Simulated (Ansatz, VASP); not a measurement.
## Two plane-wave programs on Sn

INCAR

```
PREC = Accurate
ENCUT = 520
EDIFF = 1E-6
ISMEAR = 0
SIGMA = 0.1
LREAL = False
LASPH = True
NELM = 80
ALGO = Normal
ISIF = 2
LWAVE = False
LCHARG = False
GGA = PE
NBANDS = 21
```

The input KPOINTS:

```
regular mesh
0
Gamma
  12 12 8
```

The input POSCAR:

```
Sn
1.0
   -3.0832623032      3.0574821330      1.6559080038
    3.0899153995     -3.0734751529      1.6975403926
    3.1037844836      3.0939973332     -1.6853094083
Sn
2
Direct
    0.7469331430      0.2508088082      0.5126609598
    0.0030668570     -0.0008088082     -0.0126609598
```

Input for Ansatz:

```yaml
crystal:
  lattice:
    - [-3.0832623032, 3.057482133, 1.6559080038]
    - [3.0899153995, -3.0734751529, 1.6975403926]
    - [3.1037844836, 3.0939973332, -1.6853094083]
  atoms:
    - { symbol: Sn, position: [0.746933143, 0.2508088082, 0.5126609598] }
    - { symbol: Sn, position: [0.003066857, -0.0008088082, -0.0126609598] }
basis:
  ecutwfc: 420
kpoints:
  mp_grid: { grid: [12, 12, 8] }
hamiltonian:
  xc: pbe
scf:
  occupations: { method: gaussian, width: 0.1 }
output:
  forces: true
  stress: true
  eigenvalues: true
```

Change from the starting cell: all atoms moved at random, cell strained at random.

Alike in both runs: task single point; functional PBE; k mesh 12 × 12 × 8; occupations gaussian, width 0.1 eV; no spin polarisation.

```csv
,VASP,Ansatz
version,VASP 6.6.1,Ansatz 0.2.0
potentials or method,"VASP PAW PBE potentials, release 64 (Sn_d), cutoff 520 eV","scalar-relativistic, plane waves, PAW"
valence electrons in the cell,28,28
```

VASP gave:

```
gap on the k mesh at the Fermi level (eV)                     : none
pressure (GPa)                                                : -4.1
traceless stress, the component that is largest in VASP (GPa) : 0.30
rms of the force components (eV/Å)                            : 0.094
```

Question: Which values does Ansatz return?

Answer: gap on the k mesh at the Fermi level (eV): none; pressure (GPa): -4.1; traceless stress, the component that is largest in VASP (GPa): 0.30; rms of the force components (eV/Å): 0.093.

Atom by atom the forces differ by 0.001 eV/Å (rms over components). A gap of «none» marks a metal or a gap that the smearing closes.
